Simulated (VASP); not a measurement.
A run of VASP 6.6.1 is set up as follows.

The input INCAR:

```
SYSTEM = BeS
PREC = Accurate ; ENCUT = 520
EDIFF = 1E-7 ; ISMEAR = 0
SIGMA = 0.1 ; LREAL = .FALSE.
LASPH = .TRUE. ; NELM = 60
ALGO = Normal ; ISIF = 2
LWAVE = .FALSE. ; LCHARG = .FALSE.
GGA = RE ; NBANDS = 11
```

Contents of KPOINTS:

```
regular mesh
0
G
  8 8 8
  0 0 0
```

Contents of POSCAR:

```
BeS
1.0
    0.0000000000      2.4351516489      2.4351516489
    2.4351516489      0.0000000000      2.4351516489
    2.4351516489      2.4351516489      0.0000000000
Be S
1 1
Direct
    0.0000000000      0.0000000000      0.0000000000
    0.7500000000      0.7500000000      0.7500000000
```

Potentials or basis: VASP PAW PBE potentials, release 64 (Be, S).

Launch:

```sh
$ cat potpaw_PBE.64/Be/POTCAR potpaw_PBE.64/S/POTCAR > POTCAR
$ mpirun -np 1 vasp_std > vasp.out
```

**Question.** What does it give for the band gap on the k mesh?

**Answer.** 3.22 eV, indirect (least direct gap 5.72 eV).

**Question.** Predict the pressure.

**Answer.** 2.1 GPa.

Caveat: the PAW data sets were made with another functional, which shifts forces and pressure a little. As with any semilocal functional, this revPBE gap is likely too small.
